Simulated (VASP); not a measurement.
Write the native input for VASP 6.6.1 that does the following.

```yaml
Task: single point
Functional: PBE
Potentials_or_basis: VASP PAW PBE potentials, release 64 (Tl_d, Cl)
Cutoff: 500 eV
k_mesh: 5 × 5 × 5
Occupations: gaussian, width 0.01 eV
Spin: no spin polarisation
Dipole_correction: no
Further_INCAR_settings: ALGO = Normal; EDIFF = 1e-06; NBANDS = 17
```

The structure of TlCl lies in POSCAR:

```
TlCl
1.0
    3.7936346963      0.0000000000      0.0000000000
    0.0000000000      3.7936346963      0.0000000000
    0.0000000000      0.0000000000      3.7936346963
Tl Cl
1 1
Direct
    0.0000000000      0.0000000000      0.0000000000
    0.5000000000      0.5000000000      0.5000000000
```

These files were run (other wordings do the same):

INCAR

```
ALGO = Normal
EDIFF = 1E-6
ENCUT = 500
GGA = PE
GGA_COMPAT = F
ISIF = 2
ISMEAR = 0
LASPH = T
LCHARG = F
LREAL = F
LWAVE = F
NBANDS = 17
NELM = 120
PREC = Accurate
SIGMA = 0.01
```

KPOINTS

```
k-points
0
Gamma
  5 5 5
```

Potentials or basis: VASP PAW PBE potentials, release 64 (Tl_d, Cl).

Launch:

```console
$ cat potpaw_PBE.64/Tl_d/POTCAR potpaw_PBE.64/Cl/POTCAR > POTCAR
$ mpirun -np 1 vasp_std > vasp.out
```

Results of the run:

```json
{
  "Pressure": "2.2 GPa",
  "Band gap on the k mesh": "2.90 eV, direct"
}
```

Caveat: spin-orbit coupling is left out, which moves the levels of the heavy elements.

Run time: 4.1 s on 1 thread of Intel(R) Xeon(R) 6975P-C (Granite Rapids), with other jobs on the host, peak memory 0.15 GiB.
